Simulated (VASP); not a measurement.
# BiTe (P6mm) in VASP: further runs

BiTe is run at these levels: PBE; tasks: single point, relaxation of cell and atoms.

All numbers are computed with VASP 6.6.1; they aren't measurements. Logs are shortened: lines on timing, memory, paths and dates and some standing lists are left out, and cuts for length are marked.

## (1) The cell of the first run

Symmetry: P6mm, No. 183, hexagonal system. Conventional cell: a = 3.468 Å, b = 3.468 Å, c = 6.371 Å, α = 90.00°, β = 90.00°, γ = 120.00°. Bi (site symmetry 6mm) has 2 Te at 3.09 to 3.28 Å and 6 Bi at 3.47 Å within 4.1 Å. Te (site symmetry 6mm) has 2 Bi at 3.09 to 3.28 Å and 6 Te at 3.47 Å within 4.1 Å.

## (2) Single point, PBE

INCAR reads:

```
PREC     = Accurate       # precision mode
ENCUT    = 520            # plane-wave cutoff, eV
EDIFF    = 1E-6           # SCF threshold, eV
ISMEAR   = 0              # smearing method
SIGMA    = 0.1            # smearing width, eV
LREAL    = F              # projectors in reciprocal space
LASPH    = T              # aspherical terms in the spheres
NELM     = 60             # most SCF steps
ALGO     = Normal         # electronic algorithm
ISIF     = 2              # what is computed and relaxed
LWAVE    = F              # write WAVECAR
LCHARG   = F              # write CHGCAR
GGA      = PE             # functional
NBANDS   = 18             # bands
```

KPOINTS reads:

```
Automatic mesh
0
Gamma
  6 6 4
```

POSCAR reads:

```
BiTe
1.0
    3.4675293678      0.0000000027      0.0000000000
   -1.7337646863      3.0029685195      0.0000000000
    0.0000000000      0.0000000000      6.3706662482
Bi Te
1 1
Direct
    0.0000000000      0.0000000000      0.9798485449
    0.0000000000      0.0000000000      0.4944742751
```

Potentials or basis: VASP PAW PBE potentials, release 64 (Bi_d, Te).

Started as:

```console
cat potpaw_PBE.64/Bi_d/POTCAR potpaw_PBE.64/Te/POTCAR > POTCAR
mpirun -np 1 vasp_std > vasp.out
```

OUTCAR:

```text
PREC = Accurate
   ENCUT = 520
   EDIFF = 1E-6
   ISMEAR = 0
   LREAL = F
   LASPH = T
   NELM = 60
   ISIF = 2
   GGA = PE

 ion  position               nearest neighbor table
   1  0.000  0.000  0.980-   2 3.09   2 3.28
   2  0.000  0.000  0.494-   1 3.09   1 3.28

  LATTYP: Found a hexagonal cell.
 ALAT       =     3.4675293678
 C/A-ratio  =     1.8372349799

  Lattice vectors:

 A1 = (   3.4675293678,   0.0000000027,   0.0000000000)
 A2 = (  -1.7337646863,   3.0029685195,   0.0000000000)
 A3 = (   0.0000000000,   0.0000000000,   6.3706662482)

Analysis of symmetry for initial positions (statically):
=====================================================================
 Subroutine PRICEL returns:
 Original cell was already a primitive cell.

 Routine SETGRP: Setting up the symmetry group for a
 hexagonal supercell.

 Subroutine GETGRP returns: Found 12 space group operations
 (whereof 12 operations were pure point group operations)
 out of a pool of 24 trial point group operations.

The static configuration has the point symmetry C_6v.

Analysis of symmetry for dynamics (positions and initial velocities):
=====================================================================
 Subroutine PRICEL returns:
 Original cell was already a primitive cell.

 Routine SETGRP: Setting up the symmetry group for a
 hexagonal supercell.

 Subroutine GETGRP returns: Found 12 space group operations
 (whereof 12 operations were pure point group operations)
 out of a pool of 24 trial point group operations.

The dynamic configuration has the point symmetry C_6v.

 Subroutine INISYM returns: Found 12 space group operations
 (whereof 12 operations are pure point group operations),
 and found     1 'primitive' translations

----------------------------------------------------------------------------------------

                                     Primitive cell

  volume of cell :      66.3370

  direct lattice vectors                    reciprocal lattice vectors
     3.467529368  0.000000003  0.000000000     0.288389771  0.166501912  0.000000000
[... 73 lines left out ...]
   PREC   = accura    normal or accurate (medium, high low for compatibility)
   ISTART =      0    job   : 0-new  1-cont  2-samecut
   ICHARG =      2    charge: 1-file 2-atom 10-const
   ISPIN  =      1    spin polarized calculation?
   LNONCOLLINEAR =      F non collinear calculations
   LSORBIT =      F    spin-orbit coupling
   LASPH  =      T    aspherical Exc in radial PAW
   ENCUT  =  520.0 eV  38.22 Ry    6.18 a.u.   6.45  6.45 11.85*2*pi/ulx,y,z
   NELM   =     60;   NELMIN=  2; NELMDL= -5     # of ELM steps
   EDIFF  = 0.1E-05   stopping-criterion for ELM
   LREAL  =      F    real-space projection
   EDIFFG = 0.1E-04   stopping-criterion for IOM
   NSW    =      0    number of steps for IOM
   IBRION =     -1    ionic relax: 0-MD 1-quasi-New 2-CG
   NFREE  =      0    steps in history (QN), initial steepest desc. (CG)
   ISIF   =      2    stress and relaxation
   ISYM   =      2    0-nonsym 1-usesym 2-fastsym
   POTIM  = 0.5000    time-step for ionic-motion
   TEBEG  =    0.0;   TEEND  =   0.0 temperature during run
   PSTRESS=    0.0 pullay stress
   NELECT =      21.0000    total number of electrons
   NUPDOWN=      -1.0000    fix difference up-down
   EMIN   =  10.00;   EMAX   =-10.00  energy-range for DOS
   EFERMI =   0.00;   METHOD = LEGACY
   ISMEAR =     0;   SIGMA  =   0.10  broadening in eV -4-tet -1-fermi 0-gaus
   EFERMI_NEDOS =   21; number of points for ismear=-14 and -15
   IALGO  =     38    algorithm
   IMIX   =      4    mixing-type and parameters
     AMIX     =   0.40;   BMIX     =  1.00
     AMIX_MAG =   1.60;   BMIX_MAG =  1.00
  volume/ion in A,a.u.               =      33.17       223.83
  Fermi-wavevector in a.u.,A,eV,Ry     =   1.115739  2.108441 16.937537  1.244874
  Thomas-Fermi vector in A             =   2.252347
   LORBIT       =      0    0 simple, 1 ext, 2 COOP (PROOUT), +10 PAW based schemes
   GGA     = PE    functional components
   LHFCALC =     F    Hartree Fock is set to
   AEXX    =    0.0000 exact exchange contribution
   IVDW    =     0    specifies the selected vdW correction
   LEPSILON=     F    determine dielectric tensor
   LRPA    =     F    only Hartree local field effects (RPA)
 non-spin polarized calculation
 Gauss-broadening in eV      SIGMA  =   0.10
  energy-cutoff  :      520.00
  volume of cell :       66.34
 maximum number of plane-waves:      1824
 NGX is ok and might be reduce to    28
   NGX = 13   NGY = 13   NGZ = 23

 number of electron      21.0000006 magnetization

 Free energy of the ion-electron system (eV)
  ---------------------------------------------------
  ext. energy  EPLUGINS =         0.00000000
  ---------------------------------------------------
  free energy    TOTEN  =        -6.77734528 eV

  energy without entropy =       -6.76616139  energy(sigma->0) =       -6.77175333

 E-fermi :   6.5900     XC(G=0):  -9.6052

 val. band max:        6.5576967951   @ k =   0.3333   0.1667   0.5000
 cond. band min:       6.5948043444   @ k =   0.1667   0.0000   0.5000
 fundamental gap:      0.0371075493
 Fermi energy:         6.5899724557

 k-point     1 :       0.0000    0.0000    0.0000
  band No.  band energies     occupation
      1     -16.4786      2.00000
      2     -16.4393      2.00000
      3     -16.4393      2.00000
      4     -16.3610      2.00000
      5     -16.3610      2.00000
      6      -6.6356      2.00000
[... 418 lines left out ...]
      5     -16.3645      2.00000
      6      -3.5920      2.00000
[... 10 lines left out ...]
     17      13.5465      0.00000
     18      18.8666      0.00000

------------------------ aborting loop because EDIFF is reached ----------------------------------------

  FORCE on cell =-STRESS in cart. coord.  units (eV):
  Direction    XX          YY          ZZ          XY          YZ          ZX
  --------------------------------------------------------------------------------------
  -------------------------------------------------------------------------------------
  Total       -0.0395167     -0.0395167     -0.1395672      0.0000000      0.0000000      0.0000000
  in kB       -0.9544114     -0.9544114     -3.3708410      0.0000000      0.0000000      0.0000000
  external PRESSURE =      -1.7598879 kB  Pullay stress =       0.0000000 kB

 VOLUME and BASIS-vectors are now :
 -----------------------------------------------------------------------------
  energy-cutoff  :      520.00
  volume of cell :       66.34
      direct lattice vectors                 reciprocal lattice vectors
     3.467529368  0.000000003  0.000000000     0.288389771  0.166501912  0.000000000
    -1.733764686  3.002968519  0.000000000    -0.000000000  0.333003824  0.000000000
     0.000000000  0.000000000  6.370666248     0.000000000  0.000000000  0.156969454

 POSITION                                       TOTAL-FORCE (eV/Angst)
 -----------------------------------------------------------------------------------
      0.00000      0.00000      6.24229        -0.000000      0.000000      0.025566
      0.00000      0.00000      3.15013         0.000000     -0.000000     -0.025566
 -----------------------------------------------------------------------------------
    total drift:                               -0.000000     -0.000000     -0.000332

  FREE ENERGIE OF THE ION-ELECTRON SYSTEM (eV)
  ---------------------------------------------------
  free  energy   TOTEN  =        -6.7773452799 eV

  energy  without entropy=       -6.7661613867  energy(sigma->0) =       -6.77175333
```

OSZICAR:

```text
N       E                     dE             d eps       ncg     rms          rms(c)
DAV:   1     0.159032859118E+03    0.15903E+03   -0.97975E+03   756   0.115E+03
DAV:   2     0.547753356955E+01   -0.15356E+03   -0.14979E+03   824   0.308E+02
DAV:   3    -0.647123151777E+01   -0.11949E+02   -0.11816E+02   926   0.912E+01
DAV:   4    -0.680793485326E+01   -0.33670E+00   -0.33647E+00   946   0.164E+01
DAV:   5    -0.682266710208E+01   -0.14732E-01   -0.14732E-01  1092   0.322E+00    0.612E+00
DAV:   6    -0.679217273081E+01    0.30494E-01   -0.35129E-01  1068   0.265E+00    0.350E+00
DAV:   7    -0.678329887193E+01    0.88739E-02   -0.14121E-01   970   0.140E+00    0.209E+00
DAV:   8    -0.677749881465E+01    0.58001E-02   -0.34173E-02   930   0.977E-01    0.200E-01
DAV:   9    -0.677740779392E+01    0.91021E-04   -0.33014E-03   878   0.315E-01    0.104E-01
DAV:  10    -0.677734761573E+01    0.60178E-04   -0.73337E-04  1146   0.212E-01    0.653E-02
DAV:  11    -0.677738183195E+01   -0.34216E-04   -0.36941E-04   926   0.779E-02    0.433E-02
DAV:  12    -0.677734863039E+01    0.33202E-04   -0.14456E-04   948   0.451E-02    0.264E-02
DAV:  13    -0.677734557644E+01    0.30539E-05   -0.85610E-06   934   0.243E-02    0.177E-02
DAV:  14    -0.677734527993E+01    0.29651E-06   -0.98263E-07   570   0.643E-03
   1 F= -.67773453E+01 E0= -.67717533E+01  d E =-.111839E-01
```

stdout:

```text
POSCAR found type information on POSCAR BiTe
 POSCAR found :  2 types and       2 ions
 scaLAPACK will be used
 LDA part: xc-table for (Slater+PW92), standard interpolation
 POSCAR, INCAR and KPOINTS ok, starting setup
 FFT: planning ... GRIDC
 FFT: planning ... GRID_SOFT
 FFT: planning ... GRID
 WAVECAR not read
 entering main loop
```

Run time: 39 s. Hardware: 1 thread of AMD EPYC 7R13, shared host; peak memory 0.16 GiB.

Results:

```
Free energy   : -6.7773 eV
Pressure      : -0.2 GPa
Largest force : 0.026 eV/Å
```

Forces in eV/Å, atoms in the order of the input:
```
Bi   0.000  0.000  0.026
Te   0.000  0.000 -0.026
```

Levels at points of the mesh, in eV from the Fermi level:
| k point | band 6 | band 7 | band 8 | band 9 | band 10 | band 11 | band 12 | band 13 | band 14 | band 15 |
| --- | --- | --- | --- | --- | --- | --- | --- | --- | --- | --- |
| (0.00, 0.00, 0.00) | -13.23 | -11.25 | -5.42 | 2.14 | 2.14 | 2.60 | 5.14 | 5.14 | 7.06 | 7.21 |
| (0.50, 0.00, 0.00) | -11.08 | -9.08 | -5.17 | -3.40 | -3.28 | 0.16 | 2.53 | 2.80 | 4.64 | 5.07 |
| (0.00, 0.00, 0.50) | -12.63 | -12.27 | -2.64 | -1.79 | 2.31 | 2.31 | 4.72 | 4.72 | 7.52 | 8.38 |
| (0.50, 0.00, 0.50) | -10.51 | -10.10 | -4.64 | -4.14 | -0.77 | 0.41 | 0.62 | 2.03 | 5.30 | 5.48 |

Caveat: spin-orbit coupling is left out, which moves the levels of the heavy elements.

## (3) Single point, PBE

This run uses another cell than the first one, of 32.52 Å³/atom, 0.980 times its volume.

INCAR reads:

```
PREC = Accurate ; ENCUT = 520
EDIFF = 1E-6 ; ISMEAR = 0
SIGMA = 0.1 ; LREAL = False
LASPH = True ; NELM = 80
ALGO = Normal ; ISIF = 2
LWAVE = False ; LCHARG = True
GGA = PE ; LELF = True
LVHAR = True ; NBANDS = 18
```

KPOINTS reads:

```
regular mesh
0
Gamma
  18 18 10
```

POSCAR reads:

```
BiTe
1.0
    3.4183985240      0.0000000000      0.0000000000
   -1.7091992620      2.9604199621      0.0000000000
    0.0000000000      0.0000000000      6.4263935752
Bi Te
1 1
Direct
    0.0000000000      0.0000000000      0.9872726283
    0.0000000000      0.0000000000      0.4870501917
```

Potentials or basis: VASP PAW PBE potentials, release 64 (Bi_d, Te).

Started as:

```console
cat potpaw_PBE.64/Bi_d/POTCAR potpaw_PBE.64/Te/POTCAR > POTCAR
mpirun -np 1 vasp_std > vasp.out
```

OUTCAR:

```text
PREC = Accurate
   ENCUT = 520
   EDIFF = 1E-6
   ISMEAR = 0
   LREAL = False
   LASPH = True
   NELM = 80
   ISIF = 2
   GGA = PE

 ion  position               nearest neighbor table
   1  0.000  0.000  0.987-   2 3.21   2 3.21
   2  0.000  0.000  0.487-   1 3.21   1 3.21

  LATTYP: Found a hexagonal cell.
 ALAT       =     3.4183985240
 C/A-ratio  =     1.8799427656

  Lattice vectors:

 A1 = (   3.4183985240,   0.0000000000,   0.0000000000)
 A2 = (  -1.7091992620,   2.9604199621,   0.0000000000)
 A3 = (   0.0000000000,   0.0000000000,   6.4263935752)

Analysis of symmetry for initial positions (statically):
=====================================================================
 Subroutine PRICEL returns:
 Original cell was already a primitive cell.

 Routine SETGRP: Setting up the symmetry group for a
 hexagonal supercell.

 Subroutine GETGRP returns: Found 12 space group operations
 (whereof 12 operations were pure point group operations)
 out of a pool of 24 trial point group operations.

The static configuration has the point symmetry C_6v.

Analysis of symmetry for dynamics (positions and initial velocities):
[... 157 lines left out ...]

  energy without entropy =       -6.83643721  energy(sigma->0) =       -6.84055835

 E-fermi :   6.9256     XC(G=0):  -9.6983

 val. band max:        6.9253653938   @ k =   0.1667   0.1667   0.4000
 cond. band min:       6.9282768786   @ k =   0.2222   0.2222   0.4000
 fundamental gap:      0.0029114848
 Fermi energy:         6.9256368213

 k-point     1 :       0.0000    0.0000    0.0000
  band No.  band energies     occupation
      1     -16.2265      2.00000
      2     -16.1667      2.00000
      3     -16.1667      2.00000
      4     -16.0906      2.00000
      5     -16.0906      2.00000
      6      -6.5097      2.00000
[... 481 lines left out ...]
      5     -16.0071      2.00000
      6      -4.2264      2.00000
[... 10 lines left out ...]
     17      16.1986      0.00000
     18      16.5097      0.00000

 [... further k-points ...]

------------------------ aborting loop because EDIFF is reached ----------------------------------------

  FORCE on cell =-STRESS in cart. coord.  units (eV):
  Direction    XX          YY          ZZ          XY          YZ          ZX
  --------------------------------------------------------------------------------------
  -------------------------------------------------------------------------------------
  Total       -0.0767692     -0.0767692     -0.0764409      0.0000000      0.0000000      0.0000000
  in kB       -1.8912741     -1.8912741     -1.8831856      0.0000000      0.0000000      0.0000000
  external PRESSURE =      -1.8885780 kB  Pullay stress =       0.0000000 kB

 VOLUME and BASIS-vectors are now :
 -----------------------------------------------------------------------------
  energy-cutoff  :      520.00
  volume of cell :       65.03
      direct lattice vectors                 reciprocal lattice vectors
     3.418398524  0.000000000  0.000000000     0.292534645  0.168894956  0.000000000
    -1.709199262  2.960419962  0.000000000     0.000000000  0.337789913  0.000000000
     0.000000000  0.000000000  6.426393575     0.000000000  0.000000000  0.155608272

 POSITION                                       TOTAL-FORCE (eV/Angst)
 -----------------------------------------------------------------------------------
      0.00000      0.00000      6.34460         0.000000      0.000000     -0.000426
      0.00000      0.00000      3.12998        -0.000000     -0.000000      0.000426
 -----------------------------------------------------------------------------------
    total drift:                                0.000000      0.000000      0.000980

  FREE ENERGIE OF THE ION-ELECTRON SYSTEM (eV)
  ---------------------------------------------------
  free  energy   TOTEN  =        -6.8446794876 eV

  energy  without entropy=       -6.8364372139  energy(sigma->0) =       -6.84055835
```

OSZICAR:

```text
N       E                     dE             d eps       ncg     rms          rms(c)
DAV:   1     0.157585148921E+03    0.15759E+03   -0.99082E+03  7994   0.114E+03
DAV:   2     0.524223023596E+01   -0.15234E+03   -0.14867E+03  8578   0.309E+02
DAV:   3    -0.652062633801E+01   -0.11763E+02   -0.11639E+02  9896   0.893E+01
DAV:   4    -0.684727077369E+01   -0.32664E+00   -0.32614E+00  9686   0.158E+01
DAV:   5    -0.686067032829E+01   -0.13400E-01   -0.13399E-01 11262   0.304E+00    0.574E+00
DAV:   6    -0.684568694049E+01    0.14983E-01   -0.10182E-01 11336   0.189E+00    0.359E+00
DAV:   7    -0.684809726645E+01   -0.24103E-02   -0.42335E-02  8978   0.945E-01    0.110E+00
DAV:   8    -0.684453836091E+01    0.35589E-02   -0.16269E-02  9382   0.729E-01    0.197E-01
DAV:   9    -0.684468239052E+01   -0.14403E-03   -0.14308E-03  9478   0.197E-01    0.146E-01
DAV:  10    -0.684468707351E+01   -0.46830E-05   -0.28538E-04  9914   0.205E-01    0.602E-02
DAV:  11    -0.684468302124E+01    0.40523E-05   -0.28370E-05  9442   0.309E-02    0.391E-02
DAV:  12    -0.684467986237E+01    0.31589E-05   -0.74611E-06  9560   0.246E-02    0.108E-02
DAV:  13    -0.684467948765E+01    0.37472E-06   -0.52743E-07  4816   0.719E-03
   1 F= -.68446795E+01 E0= -.68405584E+01  d E =-.824227E-02
```

It took 6.5 min on 1 thread of AMD EPYC 7R13, shared host; peak memory 0.36 GiB.

Results:

```yaml
Free_energy: -6.8447 eV
Pressure: -0.2 GPa
```

Caveat: spin-orbit coupling is left out, which moves the levels of the heavy elements.

[end of part 1 of 2]
